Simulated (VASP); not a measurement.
# Si in VASP: further runs

Si is run at these levels: PBE; tasks: single point.

Program: VASP 6.6.1. These are calculated values, not measurements. Logs are shortened: lines on timing, memory, paths and dates and some standing lists are left out, and cuts for length are marked.

**1. The cell of the first run**

The cell holds a disordered packing, 24 atoms: a = 7.719 Å, b = 7.787 Å, c = 7.532 Å, α = 86.04°, β = 89.99°, γ = 90.66°.

**2. Single point, PBE**

The input, INCAR:

```
SYSTEM = Si
PREC     = Accurate       ! precision mode
ENCUT    = 400            ! plane-wave cutoff, eV
EDIFF    = 1E-6           ! SCF threshold, eV
ISMEAR   = -1             ! smearing method
SIGMA    = 0.1551         ! smearing width, eV
LREAL    = Auto         
LASPH    = .True.         ! aspherical terms in the spheres
NELM     = 120            ! most SCF steps
ALGO     = Normal         ! electronic algorithm
ISIF     = 2              ! what is computed and relaxed
LWAVE    = .False.        ! write WAVECAR
LCHARG   = .False.        ! write CHGCAR
GGA      = PE             ! functional
NBANDS   = 66             ! bands
ISYM     = -1           
GGA_COMPAT= .False.
```

The input, KPOINTS:

```
explicit points
1
Reciprocal
  0.25000000   0.25000000   0.25000000 1
```

The input, POSCAR:

```
Si
1.0
    7.7190500000     -0.0443600000      0.0013740000
   -0.0443600000      7.7822710000      0.2647900000
    0.0013740000      0.2647900000      7.5276290000
Si
24
Direct
    0.8205343586      0.8586858139      0.1612530545
    1.0860673673      0.4678950546      0.8220621409
    0.2428648906      0.8192609406      0.7504959661
    0.3597039834      0.8927226950      0.1034537866
   -0.0212099143      0.6926263130      0.6275783013
    0.3491627401      0.6205433964      0.0194002075
    0.4415733459      0.1030484975      0.7114236191
    0.7688110183      0.2627929320      0.0675427433
    0.2351360486      0.7538676638      0.3825717639
    0.6900266951      0.6222774901      0.5703558248
    0.5757074047      0.6751051204      0.2470311559
    0.9620649020      0.3909317559      0.5441418942
    0.3353669638      0.5342403130      0.7063596935
    0.4875579155      0.3078541687      1.0069016938
    0.0825865984      0.0275748728      0.0750648013
    0.0906058568      0.1302834004      0.7483498145
    0.7516010573      0.5533196751      0.9404069706
    0.1901193646      0.4169423521      0.3243676874
    0.7874503280      0.0652093871      0.8444207664
    0.7635749710      0.0854733901      0.4215570864
    0.5573316215      0.8343515402      0.8254595547
    0.4240623138      0.1956298433      0.3260090943
    0.1133116073      0.1248326326      0.3781756350
    0.6395991656      0.3161459945      0.6952672472
```

Potentials or basis: VASP PAW PBE potentials, release 64 (Si).

Run with:

```sh
$ cat potpaw_PBE.64/Si/POTCAR > POTCAR
$ mpirun -np 1 vasp_std > vasp.out
```

OUTCAR:

```text
SYSTEM = Si
   PREC = Accurate
   ENCUT = 400
   EDIFF = 1E-6
   ISMEAR = -1
   LREAL = Auto
   LASPH = .True.
   NELM = 120
   ISIF = 2
   GGA = PE
   ISYM = -1

 ion  position               nearest neighbor table
   1  0.821  0.859  0.161-  11 2.42  15 2.46  20 2.77  19 2.80  17 3.04
   2  0.086  0.468  0.822-  13 2.16   5 2.36  12 2.41  16 2.72   6 2.82  17 2.83   3 2.99
   3  0.243  0.819  0.750-  13 2.38   5 2.46  21 2.50   6 2.60   7 2.67  16 2.70   9 2.85   4 2.90
                             2 2.99
   4  0.360  0.893  0.103-   6 2.25  15 2.40   9 2.48  11 2.58  21 2.66   3 2.90  22 3.02
   5  0.979  0.693  0.628-  10 2.34   2 2.36   3 2.46  12 2.48   9 2.72  17 3.07  13 3.07
   6  0.349  0.621  0.019-   4 2.25  13 2.50  11 2.50   3 2.60  21 2.66  14 2.68   2 2.82  18 2.96
                             9 3.12
   7  0.442  0.103  0.711-  24 2.24  21 2.39   3 2.67  16 2.74  14 2.85  19 2.86  22 2.95
   8  0.769  0.263  0.068-  14 2.25  19 2.36  17 2.40  20 2.92  24 2.98  15 3.05
   9  0.235  0.754  0.383-   4 2.48  18 2.71   5 2.72   3 2.85  11 2.91  13 2.99  23 3.05   6 3.12
[... 5 lines left out ...]
  13  0.335  0.534  0.706-   2 2.16   3 2.38   6 2.50  24 2.92  10 2.98   9 2.99  14 3.02  21 3.07
                             5 3.07
  14  0.488  0.308  0.007-   8 2.25  22 2.55  24 2.62   6 2.68  17 2.80   7 2.85  13 3.02
  15  0.083  0.028  0.075-   4 2.40   1 2.46  23 2.47  16 2.54  19 2.87   8 3.05
  16  0.091  0.130  0.748-  19 2.49  15 2.54  12 2.66   3 2.70   2 2.72   7 2.74  23 2.80
  17  0.752  0.553  0.940-   8 2.40  21 2.76  14 2.80  24 2.83   2 2.83  10 2.84  11 2.90   1 3.04
                             5 3.07
  18  0.190  0.417  0.324-  23 2.35  12 2.41  22 2.51   9 2.71   6 2.96
  19  0.787  0.065  0.844-   8 2.36  24 2.48  16 2.49  21 2.52   1 2.80   7 2.86  15 2.87
  20  0.764  0.085  0.422-  23 2.73   1 2.77  22 2.84   8 2.92  24 2.99  12 3.01
  21  0.557  0.834  0.825-   7 2.39   3 2.50  19 2.52   4 2.66   6 2.66  17 2.76  10 2.82  13 3.07

  22  0.424  0.196  0.326-  23 2.48  18 2.51  14 2.55  20 2.84   7 2.95   4 3.02
  23  0.113  0.125  0.378-  18 2.35  15 2.47  22 2.48  20 2.73  12 2.76  16 2.80   9 3.05
  24  0.640  0.316  0.695-   7 2.24  19 2.48  10 2.53  14 2.62  12 2.78  17 2.83  13 2.92   8 2.98
                            20 2.99

IMPORTANT INFORMATION: All symmetrisations will be switched off!
NOSYMM: (Re-)initialisation of all symmetry stuff for point group C_1.

----------------------------------------------------------------------------------------

                                     Primitive cell

  volume of cell :     451.6417

  direct lattice vectors                    reciprocal lattice vectors
     7.719050000 -0.044360000  0.001374000     0.129553883  0.000740165 -0.000049683
    -0.044360000  7.782271000  0.264790000     0.000740165  0.128655400 -0.004525685
     0.001374000  0.264790000  7.527629000    -0.000049683 -0.004525685  0.133003157

  length of vectors
     7.719177586  7.786900762  7.532284779     0.129556007  0.128737103  0.133080142

  position of ions in fractional coordinates (direct lattice)
     0.820534359  0.858685814  0.161253055
     0.086067367  0.467895055  0.822062141
     0.242864891  0.819260941  0.750495966
[... 95 lines left out ...]
   IALGO  =     38    algorithm
   IMIX   =      4    mixing-type and parameters
     AMIX     =   0.40;   BMIX     =  1.00
     AMIX_MAG =   1.60;   BMIX_MAG =  1.00
  volume/ion in A,a.u.               =      18.82       126.99
  Fermi-wavevector in a.u.,A,eV,Ry     =   0.977014  1.846288 12.987515  0.954555
  Thomas-Fermi vector in A             =   2.107678
   LORBIT       =      0    0 simple, 1 ext, 2 COOP (PROOUT), +10 PAW based schemes
   GGA     = PE    functional components
   LHFCALC =     F    Hartree Fock is set to
   AEXX    =    0.0000 exact exchange contribution
   IVDW    =     0    specifies the selected vdW correction
   LEPSILON=     F    determine dielectric tensor
   LRPA    =     F    only Hartree local field effects (RPA)
 non-spin polarized calculation
  energy-cutoff  :      400.00
  volume of cell :      451.64
 maximum number of plane-waves:      8193
 NGX is ok and might be reduce to    50
   NGX = 25   NGY = 25   NGZ = 25

 number of electron      96.0000004 magnetization

 Free energy of the ion-electron system (eV)
  ---------------------------------------------------
  ext. energy  EPLUGINS =         0.00000000
  ---------------------------------------------------
  free energy    TOTEN  =      -113.60970312 eV

  energy without entropy =     -112.66953982  energy(sigma->0) =     -113.13962147

 E-fermi :   6.7921     XC(G=0):  -9.8912

 val. band max:        6.6844781010   @ k =   0.2500   0.2500   0.2500
 cond. band min:       6.9003895401   @ k =   0.2500   0.2500   0.2500
 fundamental gap:      0.2159114392
 Fermi energy:         6.7921094010

 k-point     1 :       0.2500    0.2500    0.2500
  band No.  band energies     occupation
      1      -6.1239      2.00000
      2      -5.4555      2.00000
      3      -4.7061      2.00000
      4      -4.2858      2.00000
      5      -3.7423      2.00000
      6      -3.5168      2.00000
[... 52 lines left out ...]
     59       8.5169      0.00003
     60       8.6734      0.00001
 [bands above 60 left out]

------------------------ aborting loop because EDIFF is reached ----------------------------------------

  FORCE on cell =-STRESS in cart. coord.  units (eV):
  Direction    XX          YY          ZZ          XY          YZ          ZX
  --------------------------------------------------------------------------------------
  -------------------------------------------------------------------------------------
  Total        5.5383455     -3.6596429    -15.1513172     -2.0587075      1.8402067     -1.6681945
  in kB       19.6470160    -12.9824085    -53.7485739     -7.3031664      6.5280455     -5.9178404
  external PRESSURE =     -15.6946555 kB  Pullay stress =       0.0000000 kB

 VOLUME and BASIS-vectors are now :
 -----------------------------------------------------------------------------
  energy-cutoff  :      400.00
  volume of cell :      451.64
      direct lattice vectors                 reciprocal lattice vectors
     7.719050000 -0.044360000  0.001374000     0.129553883  0.000740165 -0.000049683
    -0.044360000  7.782271000  0.264790000     0.000740165  0.128655400 -0.004525685
     0.001374000  0.264790000  7.527629000    -0.000049683 -0.004525685  0.133003157

 POSITION                                       TOTAL-FORCE (eV/Angst)
 -----------------------------------------------------------------------------------
      6.29588      6.68882      1.44235         0.305146      0.172873     -0.378611
      0.64473      3.85514      6.31219        -2.155492     -1.276450      2.382954
      1.83937      6.56366      5.86672        -0.917714      0.988643     -0.281536
      2.73711      6.95885      1.01564         0.439045      1.612807      0.091431
      7.52547      5.51296      4.90892         0.168538      0.607381     -0.542332
      2.66770      4.81888      0.31083         0.058191     -2.103300     -0.468000
[... 16 lines left out ...]
      0.86964      1.06659      2.87998        -0.724835     -0.950745      0.413274
      4.92403      2.61606      5.31830         0.616537      2.266713     -0.858423
 -----------------------------------------------------------------------------------
    total drift:                                0.000876     -0.000503     -0.005208

  FREE ENERGIE OF THE ION-ELECTRON SYSTEM (eV)
  ---------------------------------------------------
  free  energy   TOTEN  =      -113.6097031223 eV

  energy  without entropy=     -112.6695398163  energy(sigma->0) =     -113.13962147
```

It took 37 s on 1 thread of AMD EPYC 7R13 (Zen 3), shared host; peak memory 0.29 GiB.

Results:

| Item | Value |
| --- | --- |
| Free energy | -113.6097 eV |
| Pressure | -1.6 GPa |
| Largest force | 3.574 eV/Å |

Forces on the atoms (eV/Å):
```
Si   0.305  0.173 -0.379
Si  -2.155 -1.276  2.383
Si  -0.918  0.989 -0.282
Si   0.439  1.613  0.091
Si   0.169  0.607 -0.542
Si   0.058 -2.103 -0.468
Si  -1.738 -0.098  0.137
Si   1.540 -0.128  1.044
Si  -0.576 -0.401  0.661
Si  -1.115  0.060  0.419
Si   0.636 -0.337  0.434
Si  -0.731 -0.741 -0.891
Si   3.219 -0.394 -1.502
Si  -1.925  0.056 -0.146
Si  -0.437  0.209 -0.103
Si   0.055 -0.138  0.108
Si   0.324  0.337 -0.031
Si   0.531  1.339 -0.284
Si   0.526 -0.814  0.316
Si   0.454  0.422 -0.692
Si   0.984 -0.876  0.193
Si   0.464  0.187 -0.020
Si  -0.725 -0.951  0.413
Si   0.617  2.267 -0.858
```

Caveat: the atoms stand as in a frame of molecular dynamics.

**3. Single point, PBE**

The input, INCAR:

```
SYSTEM = Si
ALGO = Normal
EDIFF = 1E-6
ENCUT = 400
GGA = PE
GGA_COMPAT = .False.
ISIF = 2
ISMEAR = -1
ISYM = -1
LASPH = .True.
LCHARG = .False.
LREAL = Auto
LWAVE = .False.
NBANDS = 66
NELM = 120
PREC = Accurate
SIGMA = 0.1551
```

KPOINTS is that of step 2.

The input, POSCAR:

```
Si
1.0
    7.7190500000     -0.0443600000      0.0013740000
   -0.0443600000      7.7822710000      0.2647900000
    0.0013740000      0.2647900000      7.5276290000
Si
24
Direct
    0.8670319152      0.8509187582      0.1215799716
    0.9902098236      0.3484523537      0.7883608176
    0.1797063739      0.7889111532      0.8825423383
    0.4441592536      0.9793940869      0.2099237310
   -0.0276445185      0.6303424323      0.6305753925
    0.2893978521      0.5262792954      0.0191117114
    0.4483615068      0.1381192315      0.6849202265
    0.7853499232      0.1899186239     -0.0054838812
    0.1516338827      0.7791680099      0.3103133480
    0.6776692194      0.5960166086      0.5310836446
    0.5710201278      0.6741536286      0.1415847246
    0.8828804869      0.3594150313      0.4694527873
    0.2673526509      0.5684356679      0.6290583100
    0.5332612212      0.3432201844      1.1304353637
    0.1532763244      0.0716647803      0.0483537753
    0.1635978931      0.0649381992      0.7076722605
    0.8926408293      0.6270922957      0.9247606042
    0.1541051318      0.4594535636      0.3305259266
    0.7366192760      0.0012564279      0.7370541502
    0.7040628236      0.1348945646      0.3244426480
    0.4916380736      0.8087005844      0.8486799312
    0.3647711891      0.2027779815      0.3815024920
   -0.0861285800     -0.0630073955      0.4969483843
    0.4913789552      0.4293072603      0.7950116266
```

Potentials or basis: VASP PAW PBE potentials, release 64 (Si).

Run with:

```sh
$ cat potpaw_PBE.64/Si/POTCAR > POTCAR
$ mpirun -np 1 vasp_std > vasp.out
```

It took 40 s on 1 thread of AMD EPYC 7R13 (Zen 3), shared host; peak memory 0.29 GiB.

The run converged. Its results:

```yaml
Free_energy: -116.2331 eV
Pressure: -3.1 GPa
Largest_force: 1.817 eV/Å
```

Forces in eV/Å, atoms in the order of the input:
```
Si   0.728  0.995  0.277
Si   0.303 -0.819  0.436
Si  -0.033  0.855 -0.337
Si  -0.468 -0.881 -0.743
Si  -0.371  1.508 -0.923
Si  -0.433 -0.851  0.867
Si   1.328  0.746 -0.009
Si  -0.209 -0.326  0.076
Si  -0.199  0.112  0.125
Si  -0.889  0.188 -0.256
Si   0.178 -0.546  0.806
Si  -0.176 -0.005  0.116
Si   0.179  0.555 -1.018
Si   0.401  0.532 -0.406
Si  -0.092 -0.183 -0.213
Si  -1.144 -0.409  0.705
Si  -0.337 -0.771  0.600
Si   0.309 -0.320 -0.129
Si  -1.483 -0.053  1.048
Si   0.968 -0.333  0.001
Si   0.462 -0.242 -0.578
Si  -0.468  1.102  0.038
Si   0.601 -0.520 -0.183
Si   0.844 -0.333 -0.301
```

Stress tensor (GPa, compression positive):
```
-0.49 -3.38 -1.48
-3.38 -3.81  0.20
-1.48  0.20 -5.02
```

Levels at points of the mesh, in eV from the Fermi level:
```csv
k point,band 45,band 46,band 47,band 48,band 49,band 50,band 51,band 52
"(0.25, 0.25, 0.25)",-0.66,-0.50,-0.36,-0.17,0.19,0.36,0.43,0.65
```

Caveat: the atoms stand as in a frame of molecular dynamics.

(Part 1 of 2 ends here.)
